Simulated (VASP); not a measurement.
# TiO2 (I4_1/amd) in VASP: single point with r2SCAN+U

Aim: the single point of TiO2 with r2SCAN+U.

All numbers are computed with VASP 6.6.1; they aren't measurements. Logs are shortened: lines on timing, memory, paths and dates and some standing lists are left out, and cuts for length are marked.

## Step 1: The cell of the first run

Symmetry: I4_1/amd, No. 141, tetragonal system. The conventional cell has a = 3.797 Å, b = 3.797 Å, c = 9.372 Å, α = 90.00°, β = 90.00°, γ = 90.00°. Ti (site symmetry -4m2) has 6 O at 1.94 to 1.97 Å within 2.6 Å. Within 2.6 Å of O (site symmetry 2mm) lie 3 Ti at 1.94 to 1.97 Å and 2 O at 2.48 Å.

## Step 2: Single point, r2SCAN+U (strain along c alone, the other axes held: -3.0 %, then relaxed in part)

Contents of POSCAR:

```
TiO2
1.0
    3.7965674209      0.0000000000      0.0000000000
    0.0000000000      3.7965674209      0.0000000000
    0.0000000000      0.0000000000      9.3723647862
Ti O
4 8
Direct
    0.0000000000      0.0000000000      0.0000000000
    0.0000000000      0.5000000000      0.2500000000
    0.5000000000      0.5000000000      0.5000000000
    0.5000000000      0.0000000000      0.7500000000
    0.0000000000      0.5000000000      0.4598724788
    0.0000000000      0.0000000000      0.2098724788
    0.0000000000      0.5000000000      0.0401275212
    0.5000000000      0.5000000000      0.2901275212
    0.5000000000      0.0000000000      0.9598724788
    0.5000000000      0.5000000000      0.7098724788
    0.5000000000      0.0000000000      0.5401275212
    0.0000000000      0.0000000000      0.7901275212
```

Contents of INCAR.step1:

```
ALGO = Normal
EDIFF = 1E-4
ENCUT = 520
GGA = PE
ISMEAR = 0
LASPH = T
LCHARG = F
LDAU = T
LDAUJ = 0 0
LDAUL = 2 -1
LDAUTYPE = 2
LDAUU = 4 0
LMAXMIX = 4
LREAL = F
LWAVE = T
NBANDS = 60
NELM = 150
PREC = Accurate
SIGMA = 0.02
```

Contents of INCAR.step2:

```
ALGO = Normal
EDIFF = 1E-6
ENCUT = 520
ISIF = 2
ISMEAR = 0
ISTART = 1
LASPH = T
LCHARG = F
LDAU = T
LDAUJ = 0 0
LDAUL = 2 -1
LDAUPRINT = 1
LDAUTYPE = 2
LDAUU = 4 0
LMAXMIX = 4
LMIXTAU = T
LREAL = F
LWAVE = F
METAGGA = R2SCAN
NBANDS = 60
NELM = 150
PREC = Accurate
SIGMA = 0.02
```

Contents of KPOINTS:

```
k-points
0
Gamma
  6 6 4
```

Potentials or basis: VASP PAW PBE potentials, release 64 (Ti_sv, O).

Run with:

```sh
> cat potpaw_PBE.64/Ti_sv/POTCAR potpaw_PBE.64/O/POTCAR > POTCAR
> cp INCAR.step1 INCAR
> mpirun -np 1 vasp_std > vasp.out
> cp INCAR.step2 INCAR
> mpirun -np 1 vasp_std > vasp.out
```

OUTCAR:

```text
EDIFF = 1E-6
   ENCUT = 520
   ISIF = 2
   ISMEAR = 0
   ISTART = 1
   LASPH = T
   LREAL = F
   METAGGA = R2SCAN
   NELM = 150
   PREC = Accurate

 ion  position               nearest neighbor table
   1  0.000  0.000  0.000-   7 1.94   9 1.94   7 1.94   9 1.94   6 1.97  12 1.97
   2  0.000  0.500  0.250-   6 1.94   8 1.94   6 1.94   8 1.94   7 1.97   5 1.97
   3  0.500  0.500  0.500-   5 1.94  11 1.94  11 1.94   5 1.94  10 1.97   8 1.97
   4  0.500  0.000  0.750-  10 1.94  12 1.94  10 1.94  12 1.94  11 1.97   9 1.97
   5  0.000  0.500  0.460-   3 1.94   3 1.94   2 1.97
   6  0.000  0.000  0.210-   2 1.94   2 1.94   1 1.97
   7  0.000  0.500  0.040-   1 1.94   1 1.94   2 1.97
   8  0.500  0.500  0.290-   2 1.94   2 1.94   3 1.97
   9  0.500  0.000  0.960-   1 1.94   1 1.94   4 1.97
  10  0.500  0.500  0.710-   4 1.94   4 1.94   3 1.97
  11  0.500  0.000  0.540-   3 1.94   3 1.94   4 1.97
  12  0.000  0.000  0.790-   4 1.94   4 1.94   1 1.97

  LATTYP: Found a simple tetragonal cell.
 ALAT       =     3.7965674209
 C/A-ratio  =     2.4686417353

  Lattice vectors:

 A1 = (   3.7965674209,   0.0000000000,   0.0000000000)
 A2 = (   0.0000000000,   3.7965674209,   0.0000000000)
 A3 = (   0.0000000000,   0.0000000000,   9.3723647862)

Analysis of symmetry for initial positions (statically):
=====================================================================
 Subroutine PRICEL returns following result:

  LATTYP: Found a body centered tetragonal cell.
 ALAT       =     3.7965674209
 C/A-ratio  =     2.4686417353

  Lattice vectors:

 A1 = (  -1.8982837105,   1.8982837105,   4.6861823931)
 A2 = (   1.8982837104,  -1.8982837104,   4.6861823931)
 A3 = (   1.8982837105,   1.8982837104,  -4.6861823931)

   2 primitive cells build up your supercell.

 Routine SETGRP: Setting up the symmetry group for a
 simple tetragonal supercell.

 Subroutine GETGRP returns: Found 16 space group operations
 (whereof  8 operations were pure point group operations)
 out of a pool of 16 trial point group operations.

The static configuration has the point symmetry D_2d.
 The point group associated with its full space group is D_4h.

Analysis of symmetry for dynamics (positions and initial velocities):
=====================================================================
 Subroutine PRICEL returns following result:

  LATTYP: Found a body centered tetragonal cell.
 ALAT       =     3.7965674209
 C/A-ratio  =     2.4686417353

  Lattice vectors:

 A1 = (  -1.8982837105,   1.8982837105,   4.6861823931)
 A2 = (   1.8982837104,  -1.8982837104,   4.6861823931)
 A3 = (   1.8982837105,   1.8982837104,  -4.6861823931)

   2 primitive cells build up your supercell.

 Routine SETGRP: Setting up the symmetry group for a
 simple tetragonal supercell.

 Subroutine GETGRP returns: Found 16 space group operations
 (whereof  8 operations were pure point group operations)
 out of a pool of 16 trial point group operations.

The dynamic configuration has the point symmetry D_2d.
 The point group associated with its full space group is D_4h.

 Subroutine INISYM returns: Found 16 space group operations
 (whereof  8 operations are pure point group operations),
 and found     2 'primitive' translations

----------------------------------------------------------------------------------------

                                     Primitive cell

  volume of cell :      67.5463

  direct lattice vectors                    reciprocal lattice vectors
    -1.898283710  1.898283710  4.686182393     0.000000000  0.263395823  0.106696658
     1.898283710 -1.898283710  4.686182393     0.263395823  0.000000000  0.106696658
     1.898283710  1.898283710 -4.686182393     0.263395823  0.263395823  0.000000000

  length of vectors
     5.400672876  5.400672876  5.400672876     0.284185743  0.284185743  0.372497945

  position of ions in fractional coordinates (direct lattice)
     0.000000000  0.000000000  0.000000000
     0.750000000  0.250000000  0.500000000
     0.959872479  0.459872479  0.500000000
     0.209872479  0.209872479  0.000000000
     0.540127521  0.040127521  0.500000000
     0.790127521  0.790127521  0.000000000

  ion indices of the primitive-cell ions
   primitive index   ion index
                 1           1
                 2           2
                 3           9
                 4           6
                 5           7
                 6          12

----------------------------------------------------------------------------------------

 KPOINTS: k-points

Automatic generation of k-mesh.
 Grid dimensions read from file:
 generate k-points for:    6    6    4

 Generating k-lattice:

  Cartesian coordinates                     Fractional coordinates (reciprocal lattice)
     0.043899304  0.000000000  0.000000000     0.166666667  0.000000000  0.000000000
     0.000000000  0.043899304  0.000000000     0.000000000  0.166666667  0.000000000
     0.000000000  0.000000000  0.026674164     0.000000000  0.000000000  0.250000000

  Length of vectors
     0.043899304  0.043899304  0.026674164

  Shift w.r.t. Gamma in fractional coordinates (k-lattice)
     0.000000000  0.000000000  0.000000000

 Subroutine IBZKPT returns following result:
 ===========================================

 Found     30 irreducible k-points:

 Following reciprocal coordinates:
            Coordinates               Weight
  0.000000  0.000000  0.000000      1.000000
  0.166667  0.000000  0.000000      4.000000
  0.333333  0.000000  0.000000      4.000000
  0.500000  0.000000  0.000000      2.000000
  0.166667  0.166667  0.000000      4.000000
  0.333333  0.166667  0.000000      8.000000
[... 16 lines left out ...]
  0.333333  0.000000  0.500000      4.000000
  0.500000  0.000000  0.500000      2.000000
 [... further k-points ...]
   k-points           NKPTS =     30   k-points in BZ     NKDIM =     30   number of bands    NBANDS=     60
   number of dos      NEDOS =    301   number of ions     NIONS =     12
   total plane-waves  NPLWV =  54880
   dimension x,y,z NGX =    28 NGY =   28 NGZ =   70
   dimension x,y,z NGXF=    56 NGYF=   56 NGZF=  140
   ions per type =               4   8
   NGX,Y,Z   is equivalent  to a cutoff of  12.26, 12.26, 12.42 a.u.
   NGXF,Y,Z  is equivalent  to a cutoff of  24.52, 24.52, 24.83 a.u.
 SYSTEM =  unknown system
   PREC   = accura    normal or accurate (medium, high low for compatibility)
   ISTART =      1    job   : 0-new  1-cont  2-samecut
   ICHARG =      0    charge: 1-file 2-atom 10-const
   ISPIN  =      1    spin polarized calculation?
   LNONCOLLINEAR =      F non collinear calculations
   LSORBIT =      F    spin-orbit coupling
   LASPH  =      T    aspherical Exc in radial PAW
   ENCUT  =  520.0 eV  38.22 Ry    6.18 a.u.   7.06  7.06 17.43*2*pi/ulx,y,z
   NELM   =    150;   NELMIN=  2; NELMDL=  0     # of ELM steps
   EDIFF  = 0.1E-05   stopping-criterion for ELM
   LREAL  =      F    real-space projection
   EDIFFG = 0.1E-04   stopping-criterion for IOM
   NSW    =      0    number of steps for IOM
   IBRION =     -1    ionic relax: 0-MD 1-quasi-New 2-CG
   NFREE  =      0    steps in history (QN), initial steepest desc. (CG)
   ISIF   =      2    stress and relaxation
   ISYM   =      2    0-nonsym 1-usesym 2-fastsym
   POTIM  = 0.5000    time-step for ionic-motion
   TEBEG  =    0.0;   TEEND  =   0.0 temperature during run
   PSTRESS=    0.0 pullay stress
   NELECT =      96.0000    total number of electrons
   NUPDOWN=      -1.0000    fix difference up-down
   EMIN   =  10.00;   EMAX   =-10.00  energy-range for DOS
   EFERMI =   0.00;   METHOD = LEGACY
   ISMEAR =     0;   SIGMA  =   0.02  broadening in eV -4-tet -1-fermi 0-gaus
   EFERMI_NEDOS =   21; number of points for ismear=-14 and -15
   IALGO  =     38    algorithm
   IMIX   =      4    mixing-type and parameters
     AMIX     =   0.40;   BMIX     =  1.00
     AMIX_MAG =   1.60;   BMIX_MAG =  1.00
  volume/ion in A,a.u.               =      11.26        75.97
  Fermi-wavevector in a.u.,A,eV,Ry     =   1.460903  2.760707 29.038072  2.134238
  Thomas-Fermi vector in A             =   2.577298
   LORBIT       =      0    0 simple, 1 ext, 2 COOP (PROOUT), +10 PAW based schemes
 LDA+U is selected, type is set to LDAUTYPE =  2
   angular momentum for each species LDAUL =     2   -1
   U (eV)           for each species LDAUU =   4.0  0.0
   J (eV)           for each species LDAUJ =   0.0  0.0
   METAGGA = R2SCAN    functional components
   LHFCALC =     F    Hartree Fock is set to
   AEXX    =    0.0000 exact exchange contribution
   IVDW    =     0    specifies the selected vdW correction
   LEPSILON=     F    determine dielectric tensor
   LRPA    =     F    only Hartree local field effects (RPA)
 non-spin polarized calculation
 Gauss-broadening in eV      SIGMA  =   0.02
  energy-cutoff  :      520.00
  volume of cell :      135.09
 maximum number of plane-waves:      3664
   NGX = 15   NGY = 15   NGZ = 35

atom =   1  type =  1  l = 2

 onsite density matrix

spin component  1
[... 116 lines left out ...]
  o =  0.0949  v =  0.0000  0.1393 -0.0000 -0.9903  0.0000  0.0000  0.0000  0.0000  0.0000  0.0000      0.0000  0.0000  0.0000  0.0000  0.0000  0.0000  0.0000  0.0000  0.0000  0.0000
  o =  0.0949  v =  0.0000  0.0000  0.0000  0.0000  0.0000  0.0000  0.1393 -0.0000 -0.9903  0.0000      0.0000  0.0000  0.0000  0.0000  0.0000  0.0000  0.0000  0.0000  0.0000  0.0000
  o =  0.0949  v =  0.0000  0.9903  0.0000  0.1393  0.0000  0.0000  0.0000  0.0000  0.0000  0.0000      0.0000  0.0000  0.0000  0.0000  0.0000  0.0000  0.0000  0.0000  0.0000  0.0000
  o =  0.0949  v =  0.0000  0.0000  0.0000  0.0000  0.0000  0.0000  0.9903  0.0000  0.1393  0.0000      0.0000  0.0000  0.0000  0.0000  0.0000  0.0000  0.0000  0.0000  0.0000  0.0000
  o =  0.0958  v =  1.0000  0.0000  0.0000  0.0000  0.0000  0.0000  0.0000  0.0000  0.0000  0.0000      0.0000  0.0000  0.0000  0.0000  0.0000  0.0000  0.0000  0.0000  0.0000  0.0000
  o =  0.0958  v =  0.0000  0.0000  0.0000  0.0000  0.0000  1.0000  0.0000  0.0000  0.0000  0.0000      0.0000  0.0000  0.0000  0.0000  0.0000  0.0000  0.0000  0.0000  0.0000  0.0000
  o =  0.2482  v =  0.0000  0.0000  0.0000  0.0000  0.0000  0.0000 -0.0000 -0.0000  0.0000  1.0000      0.0000  0.0000  0.0000  0.0000  0.0000  0.0000  0.0000  0.0000  0.0000  0.0000
  o =  0.2482  v =  0.0000 -0.0000 -0.0000  0.0000  1.0000  0.0000  0.0000  0.0000  0.0000  0.0000      0.0000  0.0000  0.0000  0.0000  0.0000  0.0000  0.0000  0.0000  0.0000  0.0000
  o =  0.2547  v =  0.0000  0.0000  0.0000  0.0000  0.0000  0.0000  0.0000 -1.0000  0.0000 -0.0000      0.0000  0.0000  0.0000  0.0000  0.0000  0.0000  0.0000  0.0000  0.0000  0.0000
  o =  0.2547  v =  0.0000  0.0000 -1.0000  0.0000 -0.0000  0.0000  0.0000  0.0000  0.0000  0.0000      0.0000  0.0000  0.0000  0.0000  0.0000  0.0000  0.0000  0.0000  0.0000  0.0000

 number of electron      95.9999974 magnetization

 Free energy of the ion-electron system (eV)
  ---------------------------------------------------
  ext. energy  EPLUGINS =         0.00000000
  ---------------------------------------------------
  free energy    TOTEN  =      -129.10954493 eV

  energy without entropy =     -129.10954493  energy(sigma->0) =     -129.10954493

 E-fermi :   3.4899     XC(G=0): -11.5335

 val. band max:        3.3491182647   @ k =   0.5000   0.5000   0.0000
 cond. band min:       6.5019311156   @ k =   0.0000   0.0000   0.0000
 fundamental gap:      3.1528128509
 Fermi energy:         3.4899272151

 k-point     1 :       0.0000    0.0000    0.0000
  band No.  band energies     occupation
      1     -56.1608      2.00000
      2     -56.1287      2.00000
      3     -56.1287      2.00000
      4     -56.0964      2.00000
      5     -31.5369      2.00000
      6     -31.3416      2.00000
[... 1501 lines left out ...]
     59       8.7663      0.00000
     60       8.7663      0.00000

 [... further k-points ...]
[... 5 lines left out ...]
  --------------------------------------------------------------------------------------
  -------------------------------------------------------------------------------------
  Total        8.5478041      8.5478041      9.9299546      0.0000000      0.0000000      0.0000000
  in kB      101.3756675    101.3756675    117.7677633      0.0000000      0.0000000      0.0000000
  external PRESSURE =     106.8396994 kB  Pullay stress =       0.0000000 kB

 VOLUME and BASIS-vectors are now :
 -----------------------------------------------------------------------------
  energy-cutoff  :      520.00
  volume of cell :      135.09
      direct lattice vectors                 reciprocal lattice vectors
     3.796567421  0.000000000  0.000000000     0.263395823  0.000000000  0.000000000
     0.000000000  3.796567421  0.000000000     0.000000000  0.263395823  0.000000000
     0.000000000  0.000000000  9.372364786     0.000000000  0.000000000  0.106696658

 POSITION                                       TOTAL-FORCE (eV/Angst)
 -----------------------------------------------------------------------------------
      0.00000      0.00000      0.00000        -0.000000      0.000000      0.000000
      0.00000      1.89828      2.34309        -0.000000      0.000000      0.000000
      1.89828      1.89828      4.68618         0.000000     -0.000000      0.000000
      1.89828      0.00000      7.02927         0.000000      0.000000      0.000000
      0.00000      1.89828      4.31009        -0.000000     -0.000000      0.203854
      0.00000      0.00000      1.96700        -0.000000      0.000000      0.203854
      0.00000      1.89828      0.37609        -0.000000     -0.000000     -0.203854
      1.89828      1.89828      2.71918         0.000000     -0.000000     -0.203854
      1.89828      0.00000      8.99628        -0.000000     -0.000000      0.203854
      1.89828      1.89828      6.65318        -0.000000      0.000000      0.203854
      1.89828      0.00000      5.06227         0.000000     -0.000000     -0.203854
      0.00000      0.00000      7.40536        -0.000000     -0.000000     -0.203854
 -----------------------------------------------------------------------------------
    total drift:                                0.000000      0.000000      0.000000

  FREE ENERGIE OF THE ION-ELECTRON SYSTEM (eV)
  ---------------------------------------------------
  free  energy   TOTEN  =      -129.1095449294 eV

  energy  without entropy=     -129.1095449294  energy(sigma->0) =     -129.10954493
```

It took 25 min on 1 thread of Oxide Virtual Turin-like, shared host; peak memory 0.31 GiB.

What came out:

```
Free energy            : -129.1095 eV
Pressure               : 10.7 GPa
Largest force          : 0.204 eV/Å
Band gap on the k mesh : 3.15 eV
```

Forces on the atoms (eV/Å):
```
Ti   0.000  0.000  0.000
Ti   0.000  0.000  0.000
Ti   0.000  0.000  0.000
Ti   0.000  0.000  0.000
O    0.000  0.000  0.204
O    0.000  0.000  0.204
O    0.000  0.000 -0.204
O    0.000  0.000 -0.204
O    0.000  0.000  0.204
O    0.000  0.000  0.204
O    0.000  0.000 -0.204
O    0.000  0.000 -0.204
```

Eigenvalues of the final occupation matrices:
```
    site  spin  trace               eigenvalues
site 1 d     1   0.79  0.09 0.09 0.10 0.25 0.25
site 1 d     2   0.79  0.09 0.09 0.10 0.25 0.25
site 2 d     1   0.79  0.09 0.09 0.10 0.25 0.25
site 2 d     2   0.79  0.09 0.09 0.10 0.25 0.25
site 3 d     1   0.79  0.09 0.09 0.10 0.25 0.25
site 3 d     2   0.79  0.09 0.09 0.10 0.25 0.25
site 4 d     1   0.79  0.09 0.09 0.10 0.25 0.25
site 4 d     2   0.79  0.09 0.09 0.10 0.25 0.25
```

Caveat: the cell differs from its parent crystal (strain along c alone, the other axes held: -3.0 %, then relaxed in part); the cell stands under pressure; the PAW data sets were made with another functional, which shifts forces and pressure a little.
